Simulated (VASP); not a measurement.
Here is a VASP 6.6.1 calculation.

Contents of INCAR:

```
SYSTEM = WS2
  PREC = Accurate
  ENCUT = 520
  EDIFF = 1E-6
  ISMEAR = 0
  SIGMA = 0.05
  LREAL = .False.
  LASPH = .True.
  NELM = 60
  ALGO = Normal
  ISIF = 2
  LWAVE = .False.
  LCHARG = .True.
  LDIPOL = .True.
  IDIPOL = 3
  DIPOL = 0.5 0.5 0.401
  GGA = PE
  IVDW = 12
  LELF = .True.
  LVHAR = .True.
  LVACPOTAV = .True.
  NBANDS = 35
```

File KPOINTS:

```
Automatic mesh
0
Gamma
  9 9 1
  0 0 0
```

File POSCAR:

```
WS2
1.0
    3.1595457497      0.0000000000      0.0000000000
   -1.5797728749      2.7362468836      0.0000000000
    0.0000000000      0.0000000000     23.8042575719
S W
4 2
Direct
    0.3333333333      0.6666666667      0.1890418126
    0.3333333333      0.6666666667      0.3214605103
    0.3333333333      1.0000000000      0.4806757258
    0.3333333333      1.0000000000      0.6130944235
    0.6666666667      0.3333333333      0.2552511581
    0.0000000000      1.3333333333      0.5468850713
```

Potentials or basis: VASP PAW PBE potentials, release 64 (S, W_sv).

Command:

```console
$ cat potpaw_PBE.64/S/POTCAR potpaw_PBE.64/W_sv/POTCAR > POTCAR
$ mpirun -np 1 vasp_std > vasp.out
```

Question: Estimate the largest force.

Answer: 0.063 eV/Å.

Question: What does it give for the band gap on the k mesh?

Answer: 1.85 eV (least direct gap 1.92 eV).

Question: Estimate the dispersion energy per atom.

Answer: -0.343 eV.

Forces on the atoms (eV/Å):
```
S    0.000  0.000  0.003
S    0.002 -0.006  0.063
S   -0.002  0.006 -0.063
S    0.000  0.000 -0.003
W    0.001 -0.004  0.039
W   -0.001  0.004 -0.039
```

Caveat: the cell differs from its parent crystal (layers slid over each other); spin-orbit coupling is left out, which moves the levels of the heavy elements.
